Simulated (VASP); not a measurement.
Crystal: Ga2Te3O.

```xyz
6
Lattice="5.9380 0.0000 0.0000 -2.9690 5.1425 0.0000 0.0000 0.0000 5.8403" Properties=species:S:1:pos:R:3 pbc="T T T"
Ga    2.9690    1.7142    2.8714
Ga    0.0000    3.4283    2.8714
Te   -1.4845    2.5712    0.2564
Te    2.9690    0.0000    0.2564
Te    1.4845    2.5712    0.2564
O     0.0000    0.0000    0.3211
```

The cell was built from a structure type or drawn by symmetry, and may not be a known phase.

- Program: VASP 6.6.1
- Task: relaxation of cell and atoms
- Functional: PBE
- Potentials or basis: VASP PAW PBE potentials, release 64 (Ga_d, Te, O)
- Cutoff: 600 eV
- k mesh: 6 × 6 × 6
- Occupations: gaussian, width 0.1 eV
- Spin: no spin polarisation

At the start: pressure 0.8 GPa; volume 29.72 Å³/atom.

Task: Where does the relaxation end?

Result: Over 29 steps the energy falls by 4.4 meV/atom and the volume is 30.73 Å³/atom (+3.4 %); space group P6mm (No. 183, to 0.1 Å) before and after.

The path:
| step | energy change (eV) | largest force (eV/Å) | pressure (GPa) | volume (Å³) |
| --- | --- | --- | --- | --- |
| 1 | 0.0000 | 0.0847 | 0.80 | 178.34 |
| 2 | -0.0222 | 0.0686 | -0.08 | 182.20 |
| 3 | -0.0222 | 0.0673 | -0.16 | 182.49 |
| 4 | -0.0222 | 0.0679 | -0.13 | 182.41 |
| 5 | -0.0234 | 0.0408 | -0.03 | 181.86 |
| 6 | -0.0235 | 0.0187 | 0.06 | 181.42 |
| 7 | -0.0236 | 0.0241 | 0.01 | 181.51 |
| 8 | -0.0235 | 0.0213 | 0.07 | 181.48 |
| 9 | -0.0237 | 0.0186 | 0.03 | 181.71 |
| 10 | -0.0239 | 0.0130 | -0.02 | 182.20 |
| 11 | -0.0242 | 0.0133 | 0.00 | 182.27 |
| 12 | -0.0247 | 0.0153 | 0.00 | 182.49 |
| 13 | -0.0252 | 0.0197 | 0.04 | 182.91 |
| 14 | -0.0252 | 0.0202 | 0.07 | 183.04 |
| 15 | -0.0254 | 0.0213 | 0.02 | 183.38 |
| 16 | -0.0255 | 0.0226 | -0.01 | 183.79 |
| 17 | -0.0255 | 0.0251 | -0.08 | 184.61 |
| 18 | -0.0257 | 0.0262 | -0.04 | 184.75 |
| 19 | -0.0257 | 0.0271 | -0.03 | 184.84 |
| 20 | -0.0258 | 0.0257 | 0.03 | 184.66 |
| 21 | -0.0258 | 0.0256 | 0.01 | 184.64 |
| 22 | -0.0258 | 0.0253 | 0.02 | 184.61 |
| 23 | -0.0259 | 0.0245 | 0.05 | 184.53 |
| 24 | -0.0259 | 0.0231 | 0.02 | 184.53 |
| 25 | -0.0260 | 0.0196 | 0.01 | 184.50 |
| 26 | -0.0261 | 0.0122 | -0.01 | 184.46 |
| 27 | -0.0260 | 0.0209 | -0.04 | 184.36 |
| 28 | -0.0261 | 0.0130 | 0.00 | 184.42 |
| 29 | -0.0262 | 0.0082 | -0.01 | 184.38 |

Final structure:
```yaml
crystal:
  lattice:
    - [6.01514, 0.00000, 0.00000]
    - [-3.00757, 5.20927, 0.00000]
    - [0.00000, 0.00000, 5.88439]
  atoms:
    - { symbol: Ga, position: [0.66667, 0.33333, 0.48194] }
    - { symbol: Ga, position: [0.33333, 0.66667, 0.48194] }
    - { symbol: Te, position: [0.00000, 0.50000, 0.04813] }
    - { symbol: Te, position: [0.50000, 0.00000, 0.04813] }
    - { symbol: Te, position: [0.50000, 0.50000, 0.04813] }
    - { symbol: O, position: [0.00000, 0.00000, 0.06173] }
```
